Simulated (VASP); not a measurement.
# HfSiO4 (I4_1/amd) in VASP: a series of runs

HfSiO4 is run at these levels: PBE; tasks: single point.

All numbers are computed with VASP 6.6.1; they aren't measurements. Logs are shortened: lines on timing, memory, paths and dates and some standing lists are left out, and cuts for length are marked.

## (1) The cell of the first run

Symmetry: I4_1/amd, No. 141, tetragonal system. Conventional cell: a = 6.640 Å, b = 6.640 Å, c = 6.013 Å, α = 90.00°, β = 90.00°, γ = 90.00°. Hf (site symmetry -4m2) has 8 O at 2.14 to 2.28 Å within 2.8 Å. Si (site symmetry -4m2) has 4 O at 1.64 Å within 2.2 Å. Within 2.2 Å of O (site symmetry m) lie 1 Si at 1.64 Å and 1 Hf at 2.14 Å.

## (2) Single point, PBE

INCAR reads:

```
PREC = Accurate
ENCUT = 520
EDIFF = 1E-6
ISMEAR = 0
SIGMA = 0.1
LREAL = F
LASPH = T
NELM = 60
ALGO = Normal
ISIF = 2
LWAVE = F
LCHARG = F
GGA = PE
NBANDS = 50
```

KPOINTS reads:

```
Automatic mesh
0
Gamma
  4 4 4
```

POSCAR reads:

```
HfSiO4
1.0
   -3.3197545258      3.3197545258      3.0062646164
    3.3197545258     -3.3197545258      3.0062646164
    3.3197545258      3.3197545258     -3.0062646164
Hf Si O
2 2 8
Direct
    0.0000000000      0.0000000000      0.0000000000
    0.7500000000      0.2500000000      0.5000000000
    0.2500000000      0.7500000000      0.5000000000
    0.5000000000      0.5000000000      0.0000000000
    0.1347960296      0.3193123529      0.8154836767
    0.0693123529      0.7538286762      0.6845163233
    0.0693123529      0.3847960296      0.3154836767
    0.5038286762      0.3193123529      0.1845163233
    0.6806876471      0.4961713238      0.8154836767
    0.6152039704      0.9306876471      0.6845163233
    0.2461713238      0.9306876471      0.3154836767
    0.6806876471      0.8652039704      0.1845163233
```

Potentials or basis: VASP PAW PBE potentials, release 64 (Hf_pv, Si, O).

Launch:

```sh
cat potpaw_PBE.64/Hf_pv/POTCAR potpaw_PBE.64/Si/POTCAR potpaw_PBE.64/O/POTCAR > POTCAR
mpirun -np 1 vasp_std > vasp.out
```

OUTCAR:

```text
PREC = Accurate
   ENCUT = 520
   EDIFF = 1E-6
   ISMEAR = 0
   LREAL = F
   LASPH = T
   NELM = 60
   ISIF = 2
   GGA = PE

 ion  position               nearest neighbor table
   1  0.000  0.000  0.000-   6 2.14   7 2.14  10 2.14  11 2.14   8 2.28   5 2.28  12 2.28   9 2.28
                             4 3.01   4 3.01   2 3.64   2 3.64   2 3.64   2 3.64
   2  0.750  0.250  0.500-   5 2.14   8 2.14   9 2.14  12 2.14   7 2.28  10 2.28   6 2.28  11 2.28
                             3 3.01   3 3.01   1 3.64   1 3.64   1 3.64   1 3.64
   3  0.250  0.750  0.500-   6 1.64   7 1.64  10 1.64  11 1.64   2 3.01   2 3.01
   4  0.500  0.500  0.000-   5 1.64   8 1.64   9 1.64  12 1.64   1 3.01   1 3.01
   5  0.135  0.319  0.815-   4 1.64   2 2.14   1 2.28
   6  0.069  0.754  0.685-   3 1.64   1 2.14   2 2.28
   7  0.069  0.385  0.315-   3 1.64   1 2.14   2 2.28
   8  0.504  0.319  0.185-   4 1.64   2 2.14   1 2.28
   9  0.681  0.496  0.815-   4 1.64   2 2.14   1 2.28
  10  0.615  0.931  0.685-   3 1.64   1 2.14   2 2.28
  11  0.246  0.931  0.315-   3 1.64   1 2.14   2 2.28
  12  0.681  0.865  0.185-   4 1.64   2 2.14   1 2.28

  LATTYP: Found a body centered tetragonal cell.
 ALAT       =     6.6395090516
 C/A-ratio  =     0.9055683464

  Lattice vectors:

 A1 = (  -3.3197545258,   3.3197545258,   3.0062646164)
 A2 = (   3.3197545258,  -3.3197545258,   3.0062646164)
 A3 = (   3.3197545258,   3.3197545258,  -3.0062646164)

Analysis of symmetry for initial positions (statically):
=====================================================================
 Subroutine PRICEL returns:
 Original cell was already a primitive cell.

 Routine SETGRP: Setting up the symmetry group for a
 body centered tetragonal supercell.

 Subroutine GETGRP returns: Found 16 space group operations
 (whereof  8 operations were pure point group operations)
 out of a pool of 16 trial point group operations.

The static configuration has the point symmetry D_2d.
 The point group associated with its full space group is D_4h.

Analysis of symmetry for dynamics (positions and initial velocities):
=====================================================================
 Subroutine PRICEL returns:
 Original cell was already a primitive cell.

 Routine SETGRP: Setting up the symmetry group for a
 body centered tetragonal supercell.

 Subroutine GETGRP returns: Found 16 space group operations
 (whereof  8 operations were pure point group operations)
 out of a pool of 16 trial point group operations.

The dynamic configuration has the point symmetry D_2d.
 The point group associated with its full space group is D_4h.

 Subroutine INISYM returns: Found 16 space group operations
 (whereof  8 operations are pure point group operations),
 and found     1 'primitive' translations

----------------------------------------------------------------------------------------

                                     Primitive cell

  volume of cell :     132.5254

  direct lattice vectors                    reciprocal lattice vectors
    -3.319754526  3.319754526  3.006264616     0.000000000  0.150613546  0.166319358
     3.319754526 -3.319754526  3.006264616     0.150613546  0.000000000  0.166319358
     3.319754526  3.319754526 -3.006264616     0.150613546  0.150613546  0.000000000

  length of vectors
     5.574869251  5.574869251  5.574869251     0.224380411  0.224380411  0.212999719

  position of ions in fractional coordinates (direct lattice)
     0.000000000  0.000000000  0.000000000
     0.750000000  0.250000000  0.500000000
     0.250000000  0.750000000  0.500000000
     0.500000000  0.500000000  0.000000000
     0.134796030  0.319312353  0.815483677
     0.069312353  0.753828676  0.684516323
     0.069312353  0.384796030  0.315483677
     0.503828676  0.319312353  0.184516323
     0.680687647  0.496171324  0.815483677
     0.615203970  0.930687647  0.684516323
     0.246171324  0.930687647  0.315483677
     0.680687647  0.865203970  0.184516323

  ion indices of the primitive-cell ions
   primitive index   ion index
                 1           1
                 2           2
                 3           3
                 4           4
                 5           5
                 6           6
                 7           7
                 8           8
                 9           9
                10          10
                11          11
                12          12

----------------------------------------------------------------------------------------

 KPOINTS: Automatic mesh

Automatic generation of k-mesh.
 Grid dimensions read from file:
 generate k-points for:    4    4    4

 Generating k-lattice:

  Cartesian coordinates                     Fractional coordinates (reciprocal lattice)
     0.000000000  0.037653386  0.041579839     0.250000000  0.000000000  0.000000000
     0.037653386  0.000000000  0.041579839     0.000000000  0.250000000  0.000000000
     0.037653386  0.037653386  0.000000000     0.000000000  0.000000000  0.250000000

  Length of vectors
     0.056095103  0.056095103  0.053249930

  Shift w.r.t. Gamma in fractional coordinates (k-lattice)
     0.000000000  0.000000000  0.000000000

 Subroutine IBZKPT returns following result:
 ===========================================

 Found     13 irreducible k-points:

 Following reciprocal coordinates:
            Coordinates               Weight
  0.000000  0.000000  0.000000      1.000000
  0.250000  0.000000 -0.000000      8.000000
  0.500000  0.000000 -0.000000      4.000000
  0.250000  0.250000 -0.000000      8.000000
  0.500000  0.250000 -0.000000     16.000000
 -0.250000  0.250000  0.000000      4.000000
  0.500000  0.500000 -0.000000      2.000000
  0.250000  0.250000  0.250000      2.000000
 -0.250000  0.250000  0.250000      4.000000
  0.500000  0.500000  0.250000      4.000000
 -0.250000  0.500000  0.250000      8.000000
 -0.250000 -0.250000  0.250000      2.000000
  0.500000  0.500000  0.500000      1.000000
   k-points           NKPTS =     13   k-points in BZ     NKDIM =     13   number of bands    NBANDS=     50
   number of dos      NEDOS =    301   number of ions     NIONS =     12
   total plane-waves  NPLWV =  74088
   dimension x,y,z NGX =    42 NGY =   42 NGZ =   42
   dimension x,y,z NGXF=    84 NGYF=   84 NGZF=   84
   ions per type =               2   2   8
   NGX,Y,Z   is equivalent  to a cutoff of  12.52, 12.52, 12.52 a.u.
   NGXF,Y,Z  is equivalent  to a cutoff of  25.05, 25.05, 25.05 a.u.
 SYSTEM =  unknown system
   PREC   = accura    normal or accurate (medium, high low for compatibility)
   ISTART =      0    job   : 0-new  1-cont  2-samecut
   ICHARG =      2    charge: 1-file 2-atom 10-const
   ISPIN  =      1    spin polarized calculation?
   LNONCOLLINEAR =      F non collinear calculations
   LSORBIT =      F    spin-orbit coupling
   LASPH  =      T    aspherical Exc in radial PAW
   ENCUT  =  520.0 eV  38.22 Ry    6.18 a.u.  10.37 10.37 10.37*2*pi/ulx,y,z
   NELM   =     60;   NELMIN=  2; NELMDL= -5     # of ELM steps
   EDIFF  = 0.1E-05   stopping-criterion for ELM
   LREAL  =      F    real-space projection
   EDIFFG = 0.1E-04   stopping-criterion for IOM
   NSW    =      0    number of steps for IOM
   IBRION =     -1    ionic relax: 0-MD 1-quasi-New 2-CG
   NFREE  =      0    steps in history (QN), initial steepest desc. (CG)
   ISIF   =      2    stress and relaxation
   ISYM   =      2    0-nonsym 1-usesym 2-fastsym
   POTIM  = 0.5000    time-step for ionic-motion
   TEBEG  =    0.0;   TEEND  =   0.0 temperature during run
   PSTRESS=    0.0 pullay stress
   NELECT =      76.0000    total number of electrons
   NUPDOWN=      -1.0000    fix difference up-down
   EMIN   =  10.00;   EMAX   =-10.00  energy-range for DOS
   EFERMI =   0.00;   METHOD = LEGACY
   ISMEAR =     0;   SIGMA  =   0.10  broadening in eV -4-tet -1-fermi 0-gaus
   EFERMI_NEDOS =   21; number of points for ismear=-14 and -15
   IALGO  =     38    algorithm
   IMIX   =      4    mixing-type and parameters
     AMIX     =   0.40;   BMIX     =  1.00
     AMIX_MAG =   1.60;   BMIX_MAG =  1.00
  volume/ion in A,a.u.               =      11.04        74.53
  Fermi-wavevector in a.u.,A,eV,Ry     =   1.360128  2.570268 25.170058  1.849947
  Thomas-Fermi vector in A             =   2.486816
   LORBIT       =      0    0 simple, 1 ext, 2 COOP (PROOUT), +10 PAW based schemes
   GGA     = PE    functional components
   LHFCALC =     F    Hartree Fock is set to
   AEXX    =    0.0000 exact exchange contribution
   IVDW    =     0    specifies the selected vdW correction
   LEPSILON=     F    determine dielectric tensor
   LRPA    =     F    only Hartree local field effects (RPA)
 non-spin polarized calculation
 Gauss-broadening in eV      SIGMA  =   0.10
  energy-cutoff  :      520.00
  volume of cell :      132.53
 maximum number of plane-waves:      3595
 NGX is ok and might be reduce to    42
   NGX = 21   NGY = 21   NGZ = 21

 number of electron      76.0000017 magnetization

 Free energy of the ion-electron system (eV)
  ---------------------------------------------------
  ext. energy  EPLUGINS =         0.00000000
  ---------------------------------------------------
  free energy    TOTEN  =      -108.65968798 eV

  energy without entropy =     -108.65968798  energy(sigma->0) =     -108.65968798

 E-fermi :   3.4879     XC(G=0): -10.9506

 val. band max:        3.0766794564   @ k =   0.0000   0.0000   0.0000
 cond. band min:       8.3571547243   @ k =   0.2500   0.2500   0.2500
 fundamental gap:      5.2804752678
 Fermi energy:         3.4878695024

 k-point     1 :       0.0000    0.0000    0.0000
  band No.  band energies     occupation
      1     -26.3872      2.00000
      2     -26.3872      2.00000
      3     -26.3266      2.00000
      4     -26.3172      2.00000
      5     -26.2312      2.00000
      6     -26.2312      2.00000
[... 42 lines left out ...]
     49      12.0818      0.00000
     50      12.6773      0.00000

 k-point     2 :       0.2500    0.0000   -0.0000
  band No.  band energies     occupation
      1     -26.3899      2.00000
      2     -26.3849      2.00000
      3     -26.3343      2.00000
      4     -26.3071      2.00000
      5     -26.2399      2.00000
      6     -26.2287      2.00000
[... 42 lines left out ...]
     49      11.8518      0.00000
     50      12.7681      0.00000

 k-point     3 :       0.5000    0.0000   -0.0000
  band No.  band energies     occupation
      1     -26.3926      2.00000
      2     -26.3720      2.00000
      3     -26.3619      2.00000
      4     -26.2720      2.00000
      5     -26.2645      2.00000
      6     -26.2264      2.00000
[... 42 lines left out ...]
     49      12.0919      0.00000
     50      12.7418      0.00000

 k-point     4 :       0.2500    0.2500   -0.0000
  band No.  band energies     occupation
      1     -26.3991      2.00000
      2     -26.3762      2.00000
      3     -26.3369      2.00000
      4     -26.3027      2.00000
      5     -26.2463      2.00000
      6     -26.2281      2.00000
[... 416 lines left out ...]
 k-point    12 :      -0.2500   -0.2500    0.2500
  band No.  band energies     occupation
      1     -26.3928      2.00000
      2     -26.3928      2.00000
      3     -26.3297      2.00000
      4     -26.3199      2.00000
      5     -26.2262      2.00000
      6     -26.2262      2.00000
[... 42 lines left out ...]
     49      11.5461      0.00000
     50      12.5736      0.00000

 k-point    13 :       0.5000    0.5000    0.5000
  band No.  band energies     occupation
      1     -26.3988      2.00000
      2     -26.3988      2.00000
      3     -26.3229      2.00000
      4     -26.3229      2.00000
      5     -26.2211      2.00000
      6     -26.2211      2.00000
[... 42 lines left out ...]
     49      12.5299      0.00000
     50      12.5299      0.00000

------------------------ aborting loop because EDIFF is reached ----------------------------------------

  FORCE on cell =-STRESS in cart. coord.  units (eV):
  Direction    XX          YY          ZZ          XY          YZ          ZX
  --------------------------------------------------------------------------------------
  -------------------------------------------------------------------------------------
  Total       -1.1149985     -1.1149985     -0.7937251      0.0000000      0.0000000      0.0000000
  in kB      -13.4798703    -13.4798703     -9.5958082      0.0000000      0.0000000      0.0000000
  external PRESSURE =     -12.1851830 kB  Pullay stress =       0.0000000 kB

 VOLUME and BASIS-vectors are now :
 -----------------------------------------------------------------------------
  energy-cutoff  :      520.00
  volume of cell :      132.53
      direct lattice vectors                 reciprocal lattice vectors
    -3.319754526  3.319754526  3.006264616     0.000000000  0.150613546  0.166319358
     3.319754526 -3.319754526  3.006264616     0.150613546  0.000000000  0.166319358
     3.319754526  3.319754526 -3.006264616     0.150613546  0.150613546  0.000000000

 POSITION                                       TOTAL-FORCE (eV/Angst)
 -----------------------------------------------------------------------------------
      0.00000      0.00000      0.00000        -0.000000     -0.000000      0.000000
      0.00000      3.31975      1.50313        -0.000000     -0.000000     -0.000000
      3.31975      0.00000      1.50313        -0.000000     -0.000000     -0.000000
      0.00000      0.00000      3.00626        -0.000000     -0.000000      0.000000
      3.31975      2.09466     -1.08639        -0.000000     -0.112194     -0.154807
      4.54485     -0.00000      0.41674         0.112194     -0.000000     -0.154807
      2.09466      0.00000      0.41674        -0.112194     -0.000000     -0.154807
     -0.00000      1.22510      1.91987        -0.000000      0.112194     -0.154807
      2.09466      3.31975      1.08639        -0.112194     -0.000000      0.154807
      3.31975      1.22510      2.58952         0.000000      0.112194      0.154807
      3.31975     -1.22510      2.58952        -0.000000     -0.112194      0.154807
      1.22510      0.00000      4.09265         0.112194     -0.000000      0.154807
 -----------------------------------------------------------------------------------
    total drift:                               -0.000000     -0.000000      0.000000

  FREE ENERGIE OF THE ION-ELECTRON SYSTEM (eV)
  ---------------------------------------------------
  free  energy   TOTEN  =      -108.6596879797 eV

  energy  without entropy=     -108.6596879796  energy(sigma->0) =     -108.65968798
```

Wall time 2.4 min (1 thread of AMD EPYC 7R13, shared host); peak memory 0.26 GiB.

What came out:

* Free energy: -108.6597 eV
* Pressure: -1.2 GPa
* Largest force: 0.191 eV/Å
* Band gap on the k mesh: 5.28 eV, indirect (least direct gap 5.62 eV)

Forces in eV/Å, atoms in the order of the input:
```
Hf   0.000  0.000  0.000
Hf   0.000  0.000  0.000
Si   0.000  0.000  0.000
Si   0.000  0.000  0.000
O    0.000 -0.112 -0.155
O    0.112  0.000 -0.155
O   -0.112  0.000 -0.155
O    0.000  0.112 -0.155
O   -0.112  0.000  0.155
O    0.000  0.112  0.155
O    0.000 -0.112  0.155
O    0.112  0.000  0.155
```

Levels at points of the mesh, in eV from the valence-band top:
```csv
k point,band 35,band 36,band 37,band 38,band 39,band 40,band 41,band 42
"(0.00, 0.00, 0.00)",-0.60,-0.60,-0.53,0.00,5.62,5.92,5.98,6.04
"(0.50, 0.00, 0.00)",-0.94,-0.80,-0.25,-0.22,5.51,5.67,6.38,6.55
"(0.50, 0.50, 0.00)",-0.90,-0.90,-0.58,-0.58,5.29,5.29,6.35,6.35
"(0.50, 0.50, 0.50)",-1.07,-1.07,-0.90,-0.90,6.07,6.07,6.39,6.39
```

Caveat: spin-orbit coupling is left out, which moves the levels of the heavy elements. A k mesh can miss the band edges.

(Continued in part 2 of 2.)
